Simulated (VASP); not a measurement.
# KF in VASP: notebook, part 2 of 2

VASP 6.6.1. Earlier steps stand in the parts before.

### 4 Single point, LDA (atom 1 moved by [-0.01, -0.01, -0.01] A)

INCAR reads:

```
PREC     = Accurate       # precision mode
ENCUT    = 520            # plane-wave cutoff, eV
EDIFF    = 1E-7           # SCF threshold, eV
ISMEAR   = 0              # smearing method
SIGMA    = 0.01           # smearing width, eV
LREAL    = F              # projectors in reciprocal space
LASPH    = T              # aspherical terms in the spheres
NELM     = 100            # most SCF steps
ALGO     = Normal         # electronic algorithm
ISIF     = 2              # what is computed and relaxed
LWAVE    = F              # write WAVECAR
LCHARG   = T              # write CHGCAR
LELF     = T              # ELF
LVHAR    = T            
NBANDS   = 15             # bands
```

KPOINTS reads:

```
Automatic mesh
0
Gamma
  8 8 8
```

POSCAR reads:

```
KF
1.0
    3.0832301891      0.0000000000      0.0000000000
    0.0000000000      3.0832301891      0.0000000000
    0.0000000000      0.0000000000      3.0832301891
K F
1 1
Direct
   -0.0032433517     -0.0032433517     -0.0032433517
    0.5000000000      0.5000000000      0.5000000000
```

Started as:

```console
$ cat potpaw_LDA.64/K_sv/POTCAR potpaw_LDA.64/F/POTCAR > POTCAR
$ mpirun -np 1 vasp_std > vasp.out
```

Wall time 17 s (1 thread of AMD EPYC 7R43 (Zen 3), shared host); peak memory 0.11 GiB.

Results (log left out):

```
Free energy            : -8.9675 eV
Pressure               : 0.4 GPa
Largest force          : 0.028 eV/Å
Band gap on the k mesh : 7.21 eV, indirect (the least direct gap lies 2.3 meV higher)
```

Forces in eV/Å, atoms in the order of the input:
```
K    0.016  0.016  0.016
F   -0.016 -0.016 -0.016
```

Levels at points of the mesh, in eV from the valence-band top:
| k point | band 6 | band 7 | band 8 | band 9 | band 10 | band 11 |
| --- | --- | --- | --- | --- | --- | --- |
| (0.00, 0.00, 0.00) | 0.00 | 0.00 | 0.00 | 7.21 | 8.23 | 8.23 |
| (0.50, 0.00, 0.00) | -1.54 | -0.23 | -0.23 | 9.44 | 10.25 | 12.33 |
| (0.50, 0.50, 0.00) | -0.63 | -0.63 | 0.00 | 8.71 | 9.32 | 12.45 |
| (0.50, 0.50, 0.50) | -1.42 | -1.42 | -1.42 | 11.09 | 11.09 | 11.09 |

Caveat: the cell differs from its parent crystal (atom 1 moved by [-0.01, -0.01, -0.01] A). A k mesh can miss the band edges.

### 5 Single point, LDA (z stretched by -0.5 %, x and y held)

INCAR reads:

```
PREC     = Accurate       # precision mode
ENCUT    = 520            # plane-wave cutoff, eV
EDIFF    = 1E-7           # SCF threshold, eV
ISMEAR   = 0              # smearing method
SIGMA    = 0.01           # smearing width, eV
LREAL    = False          # projectors in reciprocal space
LASPH    = True           # aspherical terms in the spheres
NELM     = 80             # most SCF steps
ALGO     = Normal         # electronic algorithm
ISIF     = 2              # what is computed and relaxed
LWAVE    = False          # write WAVECAR
LCHARG   = False          # write CHGCAR
GGA      = CA             # functional
NBANDS   = 15             # bands
```

KPOINTS is that of step 4.

POSCAR reads:

```
KF
1.0
    3.0832301891      0.0000000000      0.0000000000
    0.0000000000      3.0832301891      0.0000000000
    0.0000000000      0.0000000000      3.0678140382
K F
1 1
Direct
    0.0000000000      0.0000000000      0.0000000000
    0.5000000000      0.5000000000      0.5000000000
```

Potentials or basis: VASP PAW LDA potentials, release 64 (K_sv, F).

Started as:

```console
$ cat potpaw_LDA.64/K_sv/POTCAR potpaw_LDA.64/F/POTCAR > POTCAR
$ mpirun -np 1 vasp_std > vasp.out
```

OUTCAR:

```text
PREC = Accurate
   ENCUT = 520
   EDIFF = 1E-7
   ISMEAR = 0
   LREAL = False
   LASPH = True
   NELM = 80
   ISIF = 2
   GGA = CA

 ion  position               nearest neighbor table
   1  0.000  0.000  0.000-   2 2.67   2 2.67   2 2.67   2 2.67   2 2.67   2 2.67   2 2.67   2 2.67

   2  0.500  0.500  0.500-   1 2.67   1 2.67   1 2.67   1 2.67   1 2.67   1 2.67   1 2.67   1 2.67

  LATTYP: Found a simple tetragonal cell.
 ALAT       =     3.0832301891
 C/A-ratio  =     0.9950000000

  Lattice vectors:

 A1 = (   3.0832301891,   0.0000000000,   0.0000000000)
 A2 = (   0.0000000000,   3.0832301891,   0.0000000000)
 A3 = (   0.0000000000,   0.0000000000,   3.0678140382)

Analysis of symmetry for initial positions (statically):
=====================================================================
 Subroutine PRICEL returns:
 Original cell was already a primitive cell.

 Routine SETGRP: Setting up the symmetry group for a
 simple tetragonal supercell.

 Subroutine GETGRP returns: Found 16 space group operations
 (whereof 16 operations were pure point group operations)
 out of a pool of 16 trial point group operations.

The static configuration has the point symmetry D_4h.

Analysis of symmetry for dynamics (positions and initial velocities):
=====================================================================
 Subroutine PRICEL returns:
 Original cell was already a primitive cell.

 Routine SETGRP: Setting up the symmetry group for a
 simple tetragonal supercell.

 Subroutine GETGRP returns: Found 16 space group operations
 (whereof 16 operations were pure point group operations)
 out of a pool of 16 trial point group operations.

The dynamic configuration has the point symmetry D_4h.

 Subroutine INISYM returns: Found 16 space group operations
 (whereof 16 operations are pure point group operations),
 and found     1 'primitive' translations

----------------------------------------------------------------------------------------

                                     Primitive cell

  volume of cell :      29.1636

  direct lattice vectors                    reciprocal lattice vectors
     3.083230189  0.000000000  0.000000000     0.324335174  0.000000000  0.000000000
     0.000000000  3.083230189  0.000000000     0.000000000  0.324335174  0.000000000
     0.000000000  0.000000000  3.067814038     0.000000000  0.000000000  0.325964999

  length of vectors
     3.083230189  3.083230189  3.067814038     0.324335174  0.324335174  0.325964999

  position of ions in fractional coordinates (direct lattice)
     0.000000000  0.000000000  0.000000000
     0.500000000  0.500000000  0.500000000

  ion indices of the primitive-cell ions
   primitive index   ion index
                 1           1
                 2           2

----------------------------------------------------------------------------------------

 KPOINTS: Automatic mesh

Automatic generation of k-mesh.
 Grid dimensions read from file:
 generate k-points for:    8    8    8

 Generating k-lattice:

  Cartesian coordinates                     Fractional coordinates (reciprocal lattice)
     0.040541897  0.000000000  0.000000000     0.125000000  0.000000000  0.000000000
     0.000000000  0.040541897  0.000000000     0.000000000  0.125000000  0.000000000
     0.000000000  0.000000000  0.040745625     0.000000000  0.000000000  0.125000000

  Length of vectors
     0.040541897  0.040541897  0.040745625

  Shift w.r.t. Gamma in fractional coordinates (k-lattice)
     0.000000000  0.000000000  0.000000000

 Subroutine IBZKPT returns following result:
 ===========================================

 Found     75 irreducible k-points:

 Following reciprocal coordinates:
            Coordinates               Weight
  0.000000  0.000000  0.000000      1.000000
  0.125000  0.000000  0.000000      4.000000
  0.250000  0.000000  0.000000      4.000000
  0.375000  0.000000  0.000000      4.000000
  0.500000  0.000000  0.000000      2.000000
  0.125000  0.125000  0.000000      4.000000
[... 16 lines left out ...]
  0.375000  0.125000  0.125000     16.000000
  0.500000  0.125000  0.125000      8.000000
 [... further k-points ...]
   k-points           NKPTS =     75   k-points in BZ     NKDIM =     75   number of bands    NBANDS=     15
   number of dos      NEDOS =    301   number of ions     NIONS =      2
   total plane-waves  NPLWV =  13824
   dimension x,y,z NGX =    24 NGY =   24 NGZ =   24
   dimension x,y,z NGXF=    48 NGYF=   48 NGZF=   48
   ions per type =               1   1
   NGX,Y,Z   is equivalent  to a cutoff of  12.94, 12.94, 13.01 a.u.
   NGXF,Y,Z  is equivalent  to a cutoff of  25.88, 25.88, 26.01 a.u.
 SYSTEM =  unknown system
   PREC   = accura    normal or accurate (medium, high low for compatibility)
   ISTART =      0    job   : 0-new  1-cont  2-samecut
   ICHARG =      2    charge: 1-file 2-atom 10-const
   ISPIN  =      1    spin polarized calculation?
   LNONCOLLINEAR =      F non collinear calculations
   LSORBIT =      F    spin-orbit coupling
   LASPH  =      T    aspherical Exc in radial PAW
   ENCUT  =  520.0 eV  38.22 Ry    6.18 a.u.   5.73  5.73  5.70*2*pi/ulx,y,z
   NELM   =     80;   NELMIN=  2; NELMDL= -5     # of ELM steps
   EDIFF  = 0.1E-06   stopping-criterion for ELM
   LREAL  =      F    real-space projection
   EDIFFG = 0.1E-05   stopping-criterion for IOM
   NSW    =      0    number of steps for IOM
   IBRION =     -1    ionic relax: 0-MD 1-quasi-New 2-CG
   NFREE  =      0    steps in history (QN), initial steepest desc. (CG)
   ISIF   =      2    stress and relaxation
   ISYM   =      2    0-nonsym 1-usesym 2-fastsym
   POTIM  = 0.5000    time-step for ionic-motion
   TEBEG  =    0.0;   TEEND  =   0.0 temperature during run
   PSTRESS=    0.0 pullay stress
   NELECT =      16.0000    total number of electrons
   NUPDOWN=      -1.0000    fix difference up-down
   EMIN   =  10.00;   EMAX   =-10.00  energy-range for DOS
   EFERMI =   0.00;   METHOD = LEGACY
   ISMEAR =     0;   SIGMA  =   0.01  broadening in eV -4-tet -1-fermi 0-gaus
   EFERMI_NEDOS =   21; number of points for ismear=-14 and -15
   IALGO  =     38    algorithm
   IMIX   =      4    mixing-type and parameters
     AMIX     =   0.40;   BMIX     =  1.00
     AMIX_MAG =   1.60;   BMIX_MAG =  1.00
  volume/ion in A,a.u.               =      14.58        98.40
  Fermi-wavevector in a.u.,A,eV,Ry     =   1.340195  2.532600 24.437716  1.796121
  Thomas-Fermi vector in A             =   2.468527
   LORBIT       =      0    0 simple, 1 ext, 2 COOP (PROOUT), +10 PAW based schemes
   GGA     = CA    functional components
   LHFCALC =     F    Hartree Fock is set to
   AEXX    =    0.0000 exact exchange contribution
   IVDW    =     0    specifies the selected vdW correction
   LEPSILON=     F    determine dielectric tensor
   LRPA    =     F    only Hartree local field effects (RPA)
 non-spin polarized calculation
 Gauss-broadening in eV      SIGMA  =   0.01
  energy-cutoff  :      520.00
  volume of cell :       29.16
 maximum number of plane-waves:       804
 NGX is ok and might be reduce to    24
   NGX = 11   NGY = 11   NGZ = 11

 number of electron      16.0000015 magnetization

 Free energy of the ion-electron system (eV)
  ---------------------------------------------------
  ext. energy  EPLUGINS =         0.00000000
  ---------------------------------------------------
  free energy    TOTEN  =        -8.96695558 eV

  energy without entropy =       -8.96695558  energy(sigma->0) =       -8.96695558

 E-fermi :  -1.7214     XC(G=0): -10.5883

 val. band max:       -1.8408093594   @ k =   0.5000   0.5000   0.0000
 cond. band min:       5.3953711253   @ k =   0.0000   0.0000   0.0000
 fundamental gap:      7.2361804847
 Fermi energy:        -1.7213702135

 k-point     1 :       0.0000    0.0000    0.0000
  band No.  band energies     occupation
      1     -28.0563      2.00000
      2     -20.4662      2.00000
      3     -11.0340      2.00000
      4     -11.0340      2.00000
      5     -11.0120      2.00000
      6      -1.8609      2.00000
      7      -1.8609      2.00000
      8      -1.8417      2.00000
      9       5.3954      0.00000
     10       6.3665      0.00000
     11       6.3825      0.00000
     12      13.0526      0.00000
     13      13.0961      0.00000
     14      13.0961      0.00000
[... 401 lines left out ...]
      2     -20.5511      2.00000
      3     -12.0535      2.00000
      4     -11.0800      2.00000
      5     -10.9942      2.00000
      6      -3.1245      2.00000
      7      -2.2722      2.00000
      8      -2.0179      2.00000
      9       8.1652      0.00000
     10       8.8572      0.00000
     11       9.2086      0.00000
     12      10.6873      0.00000
     13      12.3546      0.00000
     14      12.8192      0.00000
     15      16.7222      0.00000

 [... further k-points ...]
[... 5 lines left out ...]
  --------------------------------------------------------------------------------------
  -------------------------------------------------------------------------------------
  Total        0.0847672      0.0847672      0.1768560      0.0000000      0.0000000      0.0000000
  in kB        4.6569065      4.6569065      9.7160439      0.0000000      0.0000000      0.0000000
  external PRESSURE =       6.3432857 kB  Pullay stress =       0.0000000 kB

 VOLUME and BASIS-vectors are now :
 -----------------------------------------------------------------------------
  energy-cutoff  :      520.00
  volume of cell :       29.16
      direct lattice vectors                 reciprocal lattice vectors
     3.083230189  0.000000000  0.000000000     0.324335174  0.000000000  0.000000000
     0.000000000  3.083230189  0.000000000     0.000000000  0.324335174  0.000000000
     0.000000000  0.000000000  3.067814038     0.000000000  0.000000000  0.325964999

 POSITION                                       TOTAL-FORCE (eV/Angst)
 -----------------------------------------------------------------------------------
      0.00000      0.00000      0.00000         0.000000      0.000000      0.000000
      1.54162      1.54162      1.53391         0.000000      0.000000      0.000000
 -----------------------------------------------------------------------------------
    total drift:                                0.000000      0.000000     -0.000000

  FREE ENERGIE OF THE ION-ELECTRON SYSTEM (eV)
  ---------------------------------------------------
  free  energy   TOTEN  =        -8.9669555847 eV

  energy  without entropy=       -8.9669555847  energy(sigma->0) =       -8.96695558
```

It took 19 s on 1 thread of AMD EPYC 7R43 (Zen 3), shared host; peak memory 0.11 GiB.

Results:

| Item | Value |
| --- | --- |
| Free energy | -8.9670 eV |
| Pressure | 0.6 GPa |
| Band gap on the k mesh | 7.24 eV, indirect (the least direct gap lies 0.9 meV higher) |

Caveat: the cell differs from its parent crystal (z stretched by -0.5 %, x and y held).

### 6 Overview

| cell | gap on the mesh (eV) | pressure (GPa) |
| --- | --- | --- |
| a = 3.083 Å, angles 89.7°, 2 atoms | 7.20 | 0.4 |
| a = 3.083 Å, 2 atoms | 7.21 | 0.4 |
| a = 3.083, b = 3.083, c = 3.068 Å, 2 atoms | 7.24 | 0.6 |

Alike in all rows: task single point; level LDA; potentials or basis VASP PAW LDA potentials, release 64 (K_sv, F); no spin polarisation; k mesh 8 × 8 × 8; cutoff (eV) 520; smearing gaussian 0.01 eV.

Absolute energies hang on the potentials; compare differences alone.
